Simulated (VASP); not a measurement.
Zn:

```
Zn
1.0
     0.00000    1.96478    1.96478
     1.96478    0.00000    1.96478
     1.96478    1.96478    0.00000
Zn
1
Direct
  0.00000 0.00000 0.00000
```

- Program: VASP 6.6.1
- Task: relaxation of cell and atoms
- Functional: PBEsol
- Potentials or basis: VASP PAW PBE potentials, release 64 (Zn)
- Cutoff: 600 eV
- k mesh: 12 × 12 × 12
- Occupations: fermi-dirac, width 0.05 eV
- Spin: no spin polarisation

At the start: pressure -4.9 GPa; volume 15.17 Å³/atom.

Task: Where does the relaxation end?

Result: Over 4 steps the energy falls by 16.5 meV/atom and the volume is 14.17 Å³/atom (-6.6 %); space group Fm-3m (No. 225, to 0.05 Å).

The path:
```tsv
step	energy change (eV)	largest force (eV/Å)	pressure (GPa)	volume (Å³)
1	0.0000	0.0000	-4.92	15.17
2	-0.0165	0.0000	-0.16	14.17
3	-0.0165	0.0000	0.16	14.14
4	-0.0165	0.0000	-0.02	14.17
```

Final structure:
```
Zn
1.0
     0.00000    1.92065    1.92065
     1.92065    0.00000    1.92065
     1.92065    1.92065    0.00000
Zn
1
Cartesian
  0.0000 1.9207 1.9207
```

Caveat: the PAW data sets were made with another functional, which shifts forces and pressure a little.
